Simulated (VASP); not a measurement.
Runs of VASP 6.6.1 on ZnS. It takes space group F-43m (No. 216, cubic). Conventional cell: a = 5.388 Å, b = 5.388 Å, c = 5.388 Å, α = 90.00°, β = 90.00°, γ = 90.00°. Zn (site symmetry -43m) has 4 S at 2.33 Å within 3.1 Å. S (site symmetry -43m) has 4 Zn at 2.33 Å within 3.1 Å. 

```tsv
level	potentials or basis	k mesh	grid for exact exchange (PRECFOCK)	share of exact exchange	screening parameter	gap on the mesh (eV)	pressure (GPa)
LDA	VASP PAW LDA potentials, release 64 (Zn, S)	6 × 6 × 6	-	-	-	1.93	-3.7
HSE06	VASP PAW PBE potentials, release 64 (Zn, S)	4 × 4 × 4	Normal	0.25	0.2079 1/Å	3.38	(b)
r2SCAN	VASP PAW PBE potentials, release 64 (Zn, S)	5 × 5 × 5	-	-	-	(a)	0.1
HF	VASP PAW PBE potentials, release 64 (Zn, S)	4 × 4 × 4	Normal	1	-	10.44	8.8
```

Alike in all rows: task single point; no spin polarisation; cell as given; cutoff (eV) 520; smearing gaussian 0.01 eV.

Q: Estimate the missing entries.

A: (a) 2.71; (b) 1.9.

Caveats: some runs use coarse meshes; the PAW data sets were made with another functional, which shifts forces and pressure a little (at least some runs); the cell stands under tension (at least some runs).

A k mesh can miss the band edges.
